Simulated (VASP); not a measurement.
Here is a VASP 6.6.1 calculation.

File INCAR:

```
PREC = Accurate ; ENCUT = 520
EDIFF = 1E-6 ; ISMEAR = 0
SIGMA = 0.05 ; LREAL = False
LASPH = True ; NELM = 80
ALGO = Normal ; ISIF = 2
LWAVE = False ; LCHARG = False
GGA = PE ; NBANDS = 36
```

KPOINTS

```
regular mesh
0
Gamma
  4 4 4
```

The input POSCAR:

```
MgO
1.0
    5.6335409551      0.0000000000      0.0000000000
    0.0000000000      5.6335409551      0.0000000000
    0.0000000000      0.0000000000      5.6335409551
Mg O
6 6
Direct
    0.2500000000     -0.0045277072      0.5000000000
    0.0000000000      0.5061227878      0.2500000000
    0.5000000000      0.7299770693      0.0000000000
    0.7500000000     -0.0045277072      0.5000000000
    0.0000000000      0.5061227878      0.7500000000
    0.5000000000      0.2299770693      0.0000000000
    0.2500000000      0.5217008351      0.0000000000
    0.5000000000      0.0133530120      0.2500000000
    0.0000000000      0.7429409585      0.5000000000
    0.7500000000      0.5217008351      0.0000000000
    0.5000000000      0.0133530120      0.7500000000
    0.0000000000      0.2429409585      0.5000000000
```

Potentials or basis: VASP PAW PBE potentials, release 64 (Mg, O).

Launch:

```bash
$ cat potpaw_PBE.64/Mg/POTCAR potpaw_PBE.64/O/POTCAR > POTCAR
$ mpirun -np 1 vasp_std > vasp.out
```

**Question.** Predict the largest force.

**Answer.** 2.809 eV/Å.

**Question.** Predict the pressure.

**Answer.** 1.3 GPa.

**Question.** What does it give for the band gap on the k mesh?

**Answer.** 2.86 eV.

Forces on the atoms (eV/Å):
```
Mg   0.027  0.245  0.000
Mg   0.000 -0.443 -0.105
Mg   0.000  2.809  0.000
Mg  -0.027  0.245  0.000
Mg   0.000 -0.443  0.105
Mg   0.000  2.330  0.000
O   -0.815 -1.665  0.000
O    0.000 -1.282  0.525
O    0.000  0.628  0.000
O    0.815 -1.665  0.000
O    0.000 -1.282 -0.525
O    0.000  0.523  0.000
```

Caveat: the cell differs from its parent crystal (atoms displaced along several vibrational modes); forces of over 1 eV/Å act on the atoms, so gaps and moduli don't describe the material at rest.
